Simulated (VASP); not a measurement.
Au:

```
CELL_PARAMETERS angstrom
0.00000 2.04550 2.04550
2.04550 0.00000 2.04550
2.04550 2.04550 0.00000
ATOMIC_POSITIONS crystal
Au 0.00000 0.00000 0.00000
```

| Item | Value |
| --- | --- |
| Program | VASP 6.6.1 |
| Task | relaxation of cell and atoms |
| Functional | PBE |
| Potentials or basis | VASP PAW PBE potentials, release 64 (Au) |
| Cutoff | 500 eV |
| k mesh | 8 × 8 × 8 |
| Occupations | gaussian, width 0.1 eV |
| Spin | no spin polarisation |

At the start: pressure 8.5 GPa; volume 17.12 Å³/atom.

Q: How do energy, volume and symmetry change on relaxing?

A: Over 3 steps the energy falls by 23.0 meV/atom and the volume is 18.06 Å³/atom (+5.5 %); space group Fm-3m (No. 225, to 0.05 Å).

Step by step:
```csv
step,energy change (eV),largest force (eV/Å),pressure (GPa),volume (Å³)
1,0.0000,0.0000,8.50,17.12
2,0.0179,0.0000,-8.40,19.47
3,-0.0230,0.0000,-0.13,18.06
```

Final structure:
```
Au
1.0
     0.00000    2.08227    2.08227
     2.08227    0.00000    2.08227
     2.08227    2.08227    0.00000
Au
1
Direct
  0.00000 0.00000 0.00000
```
